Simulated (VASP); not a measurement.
Here is a VASP 6.6.1 calculation.

File INCAR:

```
PREC = Accurate
ENCUT = 520
EDIFF = 1E-6
ISMEAR = -1
SIGMA = 0.05
LREAL = False
LASPH = True
NELM = 100
ALGO = Normal
ISIF = 2
LWAVE = False
LCHARG = True
GGA = PS
IVDW = 12
LELF = True
LVHAR = True
NBANDS = 16
```

KPOINTS

```
Automatic mesh
0
Gamma
  10 10 10
```

Contents of POSCAR:

```
GaN
1.0
    0.0000000000      2.2364921158      2.2364921158
    2.2364921158      0.0000000000      2.2364921158
    2.2364921158      2.2364921158      0.0000000000
Ga N
1 1
Direct
    0.0000000000      0.0000000000      0.0000000000
    0.2500000000      0.2500000000      0.2500000000
```

Potentials or basis: VASP PAW PBE potentials, release 64 (Ga_d, N).

Run with:

```sh
$ cat potpaw_PBE.64/Ga_d/POTCAR potpaw_PBE.64/N/POTCAR > POTCAR
$ mpirun -np 1 vasp_std > vasp.out
```

**Question.** Predict the pressure.

**Answer.** -0.2 GPa.

**Question.** Predict the band gap on the k mesh.

**Answer.** 1.83 eV, direct.

Caveat: the PAW data sets were made with another functional, which shifts forces and pressure a little.
